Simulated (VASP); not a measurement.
# LiF (Fm-3m) in VASP: further runs

LiF is run at these levels: PBEsol, LDA; tasks: single point.

All numbers are computed with VASP 6.6.1; they aren't measurements. Logs are shortened: lines on timing, memory, paths and dates and some standing lists are left out, and cuts for length are marked.

## 1. The cell of the first run

It takes space group Fm-3m (No. 225, cubic). Conventional cell: a = 4.028 Å, b = 4.028 Å, c = 4.028 Å, α = 90.00°, β = 90.00°, γ = 90.00°. Within 2.7 Å of Li (site symmetry m-3m) lie 6 F at 2.01 Å. Within 2.7 Å of F (site symmetry m-3m) lie 6 Li at 2.01 Å.

## 2. Single point, PBEsol

The input, INCAR:

```
PREC = Accurate ; ENCUT = 520
EDIFF = 1E-6 ; ISMEAR = -1
SIGMA = 0.03 ; LREAL = F
LASPH = T ; NELM = 80
ALGO = Normal ; ISIF = 2
LWAVE = F ; LCHARG = F
GGA = PS ; NBANDS = 12
```

The input, KPOINTS:

```
Automatic mesh
0
Gamma
  10 10 10
```

The input, POSCAR:

```
LiF
1.0
    0.0000000000      2.0140000000      2.0140000000
    2.0140000000      0.0000000000      2.0140000000
    2.0140000000      2.0140000000      0.0000000000
Li F
1 1
Direct
    0.0000000000      0.0000000000      0.0000000000
    0.5000000000      0.5000000000      0.5000000000
```

Potentials or basis: VASP PAW PBE potentials, release 64 (Li_sv, F).

Launch:

```console
$ cat potpaw_PBE.64/Li_sv/POTCAR potpaw_PBE.64/F/POTCAR > POTCAR
$ mpirun -np 1 vasp_std > vasp.out
```

OUTCAR:

```text
PREC = Accurate
   ENCUT = 520
   EDIFF = 1E-6
   ISMEAR = -1
   LREAL = F
   LASPH = T
   NELM = 80
   ISIF = 2
   GGA = PS

 ion  position               nearest neighbor table
   1  0.000  0.000  0.000-   2 2.01   2 2.01   2 2.01   2 2.01   2 2.01   2 2.01
   2  0.500  0.500  0.500-   1 2.01   1 2.01   1 2.01   1 2.01   1 2.01   1 2.01

  LATTYP: Found a face centered cubic cell.
 ALAT       =     4.0280000000

  Lattice vectors:

 A1 = (   0.0000000000,   2.0140000000,   2.0140000000)
 A2 = (   2.0140000000,   0.0000000000,   2.0140000000)
 A3 = (   2.0140000000,   2.0140000000,   0.0000000000)

Analysis of symmetry for initial positions (statically):
=====================================================================
 Subroutine PRICEL returns:
 Original cell was already a primitive cell.

 Routine SETGRP: Setting up the symmetry group for a
 face centered cubic supercell.

 Subroutine GETGRP returns: Found 48 space group operations
 (whereof 48 operations were pure point group operations)
 out of a pool of 48 trial point group operations.

The static configuration has the point symmetry O_h .

Analysis of symmetry for dynamics (positions and initial velocities):
=====================================================================
 Subroutine PRICEL returns:
 Original cell was already a primitive cell.

 Routine SETGRP: Setting up the symmetry group for a
 face centered cubic supercell.

 Subroutine GETGRP returns: Found 48 space group operations
 (whereof 48 operations were pure point group operations)
 out of a pool of 48 trial point group operations.

The dynamic configuration has the point symmetry O_h .

 Subroutine INISYM returns: Found 48 space group operations
 (whereof 48 operations are pure point group operations),
 and found     1 'primitive' translations

----------------------------------------------------------------------------------------

                                     Primitive cell

  volume of cell :      16.3384

  direct lattice vectors                    reciprocal lattice vectors
     0.000000000  2.014000000  2.014000000    -0.248262165  0.248262165  0.248262165
     2.014000000  0.000000000  2.014000000     0.248262165 -0.248262165  0.248262165
     2.014000000  2.014000000  0.000000000     0.248262165  0.248262165 -0.248262165

  length of vectors
     2.848226115  2.848226115  2.848226115     0.430002683  0.430002683  0.430002683

  position of ions in fractional coordinates (direct lattice)
     0.000000000  0.000000000  0.000000000
     0.500000000  0.500000000  0.500000000

  ion indices of the primitive-cell ions
   primitive index   ion index
                 1           1
                 2           2

----------------------------------------------------------------------------------------

 KPOINTS: Automatic mesh

Automatic generation of k-mesh.
 Grid dimensions read from file:
 generate k-points for:   10   10   10

 Generating k-lattice:

  Cartesian coordinates                     Fractional coordinates (reciprocal lattice)
    -0.024826216  0.024826216  0.024826216     0.100000000  0.000000000  0.000000000
     0.024826216 -0.024826216  0.024826216     0.000000000  0.100000000  0.000000000
     0.024826216  0.024826216 -0.024826216     0.000000000  0.000000000  0.100000000

  Length of vectors
     0.043000268  0.043000268  0.043000268

  Shift w.r.t. Gamma in fractional coordinates (k-lattice)
     0.000000000  0.000000000  0.000000000

 Subroutine IBZKPT returns following result:
 ===========================================

 Found     47 irreducible k-points:

 Following reciprocal coordinates:
            Coordinates               Weight
  0.000000  0.000000  0.000000      1.000000
  0.100000  0.000000  0.000000      8.000000
  0.200000  0.000000  0.000000      8.000000
  0.300000  0.000000  0.000000      8.000000
  0.400000  0.000000  0.000000      8.000000
  0.500000  0.000000  0.000000      4.000000
[... 16 lines left out ...]
  0.300000  0.300000  0.000000      6.000000
  0.400000  0.300000  0.000000     24.000000
 [... further k-points ...]
   k-points           NKPTS =     47   k-points in BZ     NKDIM =     47   number of bands    NBANDS=     12
   number of dos      NEDOS =    301   number of ions     NIONS =      2
   total plane-waves  NPLWV =  13824
   dimension x,y,z NGX =    24 NGY =   24 NGZ =   24
   dimension x,y,z NGXF=    48 NGYF=   48 NGZF=   48
   ions per type =               1   1
   NGX,Y,Z   is equivalent  to a cutoff of  14.01, 14.01, 14.01 a.u.
   NGXF,Y,Z  is equivalent  to a cutoff of  28.02, 28.02, 28.02 a.u.
 SYSTEM =  unknown system
   PREC   = accura    normal or accurate (medium, high low for compatibility)
   ISTART =      0    job   : 0-new  1-cont  2-samecut
   ICHARG =      2    charge: 1-file 2-atom 10-const
   ISPIN  =      1    spin polarized calculation?
   LNONCOLLINEAR =      F non collinear calculations
   LSORBIT =      F    spin-orbit coupling
   LASPH  =      T    aspherical Exc in radial PAW
   ENCUT  =  520.0 eV  38.22 Ry    6.18 a.u.   5.30  5.30  5.30*2*pi/ulx,y,z
   NELM   =     80;   NELMIN=  2; NELMDL= -5     # of ELM steps
   EDIFF  = 0.1E-05   stopping-criterion for ELM
   LREAL  =      F    real-space projection
   EDIFFG = 0.1E-04   stopping-criterion for IOM
   NSW    =      0    number of steps for IOM
   IBRION =     -1    ionic relax: 0-MD 1-quasi-New 2-CG
   NFREE  =      0    steps in history (QN), initial steepest desc. (CG)
   ISIF   =      2    stress and relaxation
   ISYM   =      2    0-nonsym 1-usesym 2-fastsym
   POTIM  = 0.5000    time-step for ionic-motion
   TEBEG  =    0.0;   TEEND  =   0.0 temperature during run
   PSTRESS=    0.0 pullay stress
   NELECT =      10.0000    total number of electrons
   NUPDOWN=      -1.0000    fix difference up-down
   EMIN   =  10.00;   EMAX   =-10.00  energy-range for DOS
   EFERMI =   0.00;   METHOD = LEGACY
   ISMEAR =    -1;   SIGMA  =   0.03  broadening in eV -4-tet -1-fermi 0-gaus
   EFERMI_NEDOS =   21; number of points for ismear=-14 and -15
   IALGO  =     38    algorithm
   IMIX   =      4    mixing-type and parameters
     AMIX     =   0.40;   BMIX     =  1.00
     AMIX_MAG =   1.60;   BMIX_MAG =  1.00
  volume/ion in A,a.u.               =       8.17        55.13
  Fermi-wavevector in a.u.,A,eV,Ry     =   1.389970  2.626662 26.286674  1.932016
  Thomas-Fermi vector in A             =   2.513950
   LORBIT       =      0    0 simple, 1 ext, 2 COOP (PROOUT), +10 PAW based schemes
   GGA     = PS    functional components
   LHFCALC =     F    Hartree Fock is set to
   AEXX    =    0.0000 exact exchange contribution
   IVDW    =     0    specifies the selected vdW correction
   LEPSILON=     F    determine dielectric tensor
   LRPA    =     F    only Hartree local field effects (RPA)
 non-spin polarized calculation
  energy-cutoff  :      520.00
  volume of cell :       16.34
 maximum number of plane-waves:       459
 NGX is ok and might be reduce to    24
   NGX = 11   NGY = 11   NGZ = 11

 number of electron      10.0000000 magnetization

 number of electron       9.9999992 magnetization

 Free energy of the ion-electron system (eV)
  ---------------------------------------------------
  ext. energy  EPLUGINS =         0.00000000
  ---------------------------------------------------
  free energy    TOTEN  =        -9.85186574 eV

  energy without entropy =       -9.85186574  energy(sigma->0) =       -9.85186574

 E-fermi :  -0.3948     XC(G=0): -10.2024

 val. band max:       -1.1081367417   @ k =   0.0000   0.0000   0.0000
 cond. band min:       7.8071910857   @ k =   0.0000   0.0000   0.0000
 fundamental gap:      8.9153278273
 Fermi energy:        -0.3948041692

 k-point     1 :       0.0000    0.0000    0.0000
  band No.  band energies     occupation
      1     -41.3166      2.00000
      2     -20.9728      2.00000
      3      -1.1081      2.00000
      4      -1.1081      2.00000
      5      -1.1081      2.00000
      6       7.8072      0.00000
      7      22.7185      0.00000
      8      22.7185      0.00000
      9      22.7185      0.00000
     10      23.0007      0.00000
     11      23.0007      0.00000
     12      23.0007      0.00000

 k-point     2 :       0.1000    0.0000    0.0000
  band No.  band energies     occupation
      1     -41.3103      2.00000
      2     -20.9326      2.00000
      3      -1.4017      2.00000
      4      -1.1315      2.00000
      5      -1.1315      2.00000
      6       8.1034      0.00000
      7      19.9675      0.00000
      8      21.4438      0.00000
      9      21.4439      0.00000
     10      24.0658      0.00000
     11      24.0658      0.00000
     12      24.0990      0.00000

 k-point     3 :       0.2000    0.0000    0.0000
  band No.  band energies     occupation
      1     -41.2943      2.00000
      2     -20.8268      2.00000
      3      -2.1034      2.00000
      4      -1.1915      2.00000
      5      -1.1915      2.00000
      6       8.7554      0.00000
      7      17.4943      0.00000
      8      19.9564      0.00000
      9      19.9564      0.00000
     10      25.0681      0.00000
     11      25.4103      0.00000
     12      25.4103      0.00000

 k-point     4 :       0.3000    0.0000    0.0000
  band No.  band energies     occupation
      1     -41.2745      2.00000
      2     -20.6906      2.00000
      3      -2.8785      2.00000
      4      -1.2631      2.00000
      5      -1.2631      2.00000
      6       9.2942      0.00000
      7      16.0266      0.00000
      8      18.7133      0.00000
      9      18.7134      0.00000
     10      26.4322      0.00000
     11      27.0956      0.00000
     12      27.0956      0.00000

 k-point     5 :       0.4000    0.0000    0.0000
  band No.  band energies     occupation
      1     -41.2585      2.00000
      2     -20.5758      2.00000
      3      -3.4553      2.00000
      4      -1.3191      2.00000
      5      -1.3191      2.00000
      6       9.4671      0.00000
      7      15.5129      0.00000
      8      17.9108      0.00000
      9      17.9109      0.00000
     10      28.0291      0.00000
     11      28.8373      0.00000
     12      28.8373      0.00000
[... 228 lines left out ...]
      1     -41.2536      2.00000
      2     -20.5074      2.00000
      3      -3.1425      2.00000
      4      -2.2814      2.00000
      5      -1.3556      2.00000
      6      10.6481      0.00000
      7      14.5845      0.00000
      8      18.1542      0.00000
      9      18.1735      0.00000
     10      27.5778      0.00000
     11      27.7815      0.00000
     12      28.1320      0.00000

 k-point    22 :      -0.2000    0.2000    0.0000
  band No.  band energies     occupation
      1     -41.2682      2.00000
      2     -20.6298      2.00000
      3      -2.7380      2.00000
      4      -1.9892      2.00000
      5      -1.2198      2.00000
      6       9.9977      0.00000
      7      15.3499      0.00000
      8      18.5631      0.00000
      9      18.7259      0.00000
     10      25.9447      0.00000
     11      26.3035      0.00000
     12      28.8562      0.00000

 k-point    23 :       0.3000    0.3000    0.0000
  band No.  band energies     occupation
      1     -41.2628      2.00000
      2     -20.5475      2.00000
      3      -3.0475      2.00000
      4      -1.7805      2.00000
      5      -1.7805      2.00000
      6      10.9881      0.00000
      7      16.5440      0.00000
      8      17.8026      0.00000
      9      19.1456      0.00000
     10      19.1456      0.00000
     11      33.2764      0.00000
     12      33.3486      0.00000

 k-point    24 :       0.4000    0.3000    0.0000
  band No.  band energies     occupation
      1     -41.2509      2.00000
      2     -20.4348      2.00000
      3      -3.4696      2.00000
      4      -1.9947      2.00000
      5      -1.8802      2.00000
      6      11.8052      0.00000
      7      15.4282      0.00000
      8      17.2985      0.00000
      9      18.8982      0.00000
     10      19.9407      0.00000
     11      32.7122      0.00000
     12      33.6543      0.00000

 [... further k-points ...]
[... 5 lines left out ...]
  --------------------------------------------------------------------------------------
  -------------------------------------------------------------------------------------
  Total       -0.1319027     -0.1319027     -0.1319027      0.0000000      0.0000000      0.0000000
  in kB      -12.9346831    -12.9346831    -12.9346831      0.0000000      0.0000000      0.0000000
  external PRESSURE =     -12.9346831 kB  Pullay stress =       0.0000000 kB

 VOLUME and BASIS-vectors are now :
 -----------------------------------------------------------------------------
  energy-cutoff  :      520.00
  volume of cell :       16.34
      direct lattice vectors                 reciprocal lattice vectors
     0.000000000  2.014000000  2.014000000    -0.248262165  0.248262165  0.248262165
     2.014000000  0.000000000  2.014000000     0.248262165 -0.248262165  0.248262165
     2.014000000  2.014000000  0.000000000     0.248262165  0.248262165 -0.248262165

 POSITION                                       TOTAL-FORCE (eV/Angst)
 -----------------------------------------------------------------------------------
      0.00000      0.00000      0.00000         0.000000     -0.000000      0.000000
      2.01400      2.01400      2.01400        -0.000000      0.000000     -0.000000
 -----------------------------------------------------------------------------------
    total drift:                               -0.000000     -0.000000      0.000000

  FREE ENERGIE OF THE ION-ELECTRON SYSTEM (eV)
  ---------------------------------------------------
  free  energy   TOTEN  =        -9.8518657395 eV

  energy  without entropy=       -9.8518657395  energy(sigma->0) =       -9.85186574
```

Run time: 7 s. Hardware: 1 thread of Intel Xeon 6975P-C, shared host; peak memory 0.13 GiB.

What came out:

```yaml
Free_energy: -9.8519 eV
Band_gap_on_the_k_mesh: 8.92 eV, direct
```

Levels at points of the mesh, in eV from the valence-band top:
| k point | band 1 | band 2 | band 3 | band 4 | band 5 | band 6 | band 7 | band 8 | band 9 | band 10 |
| --- | --- | --- | --- | --- | --- | --- | --- | --- | --- | --- |
| (0.00, 0.00, 0.00) | -40.21 | -19.86 | 0.00 | 0.00 | 0.00 | 8.92 | 23.83 | 23.83 | 23.83 | 24.11 |
| (0.50, 0.00, 0.00) | -40.14 | -19.42 | -2.56 | -0.23 | -0.23 | 10.57 | 16.56 | 18.74 | 18.74 | 30.20 |
| (0.50, 0.50, 0.00) | -40.13 | -19.15 | -3.06 | -1.01 | -1.01 | 14.63 | 16.19 | 17.33 | 20.08 | 20.08 |

Caveat: the cutoff is under 1.25 times the usual one of these potentials, so pressure, stress and relaxed cells hold a basis-set (Pulay) error; the PAW data sets were made with another functional, which shifts forces and pressure a little. A k mesh can miss the band edges.

## 3. Single point, LDA

The input, INCAR:

```
ALGO     = Normal         # electronic algorithm
EDIFF    = 1E-6           # SCF threshold, eV
ENCUT    = 520            # plane-wave cutoff, eV
ISIF     = 2              # what is computed and relaxed
ISMEAR   = -1             # smearing method
LASPH    = True           # aspherical terms in the spheres
LCHARG   = False          # write CHGCAR
LREAL    = False          # projectors in reciprocal space
LWAVE    = False          # write WAVECAR
NBANDS   = 12             # bands
NELM     = 60             # most SCF steps
PREC     = Accurate       # precision mode
SIGMA    = 0.03           # smearing width, eV
```

The input, KPOINTS:

```
k-points
0
Gamma
  10 10 10
```

POSCAR is that of step 2.

Potentials or basis: VASP PAW LDA potentials, release 64 (Li_sv, F).

Launch:

```console
$ cat potpaw_LDA.64/Li_sv/POTCAR potpaw_LDA.64/F/POTCAR > POTCAR
$ mpirun -np 1 vasp_std > vasp.out
```

Wall time 5.8 s (1 thread of Intel Xeon 6975P-C, shared host); peak memory 0.12 GiB.

It converged, with:

```yaml
Free_energy: -10.4718 eV
Band_gap_on_the_k_mesh: 8.83 eV, direct
```

Levels at points of the mesh, in eV from the valence-band top:
```
           k point  band 2  band 3  band 4  band 5  band 6  band 7  band 8  band 9
(0.00, 0.00, 0.00)  -19.57    0.00    0.00    0.00    8.83   23.46   23.46   23.46
(0.50, 0.00, 0.00)  -19.12   -2.58   -0.23   -0.23   10.37   16.38   18.41   18.41
(0.50, 0.50, 0.00)  -18.83   -3.12   -1.03   -1.03   14.41   16.03   17.13   19.76
```

Caveat: the cutoff is under 1.25 times the usual one of these potentials, so pressure, stress and relaxed cells hold a basis-set (Pulay) error. LDA gaps usually lie below the measured ones, often by a third to a half.

(Continued in part 2 of 2.)
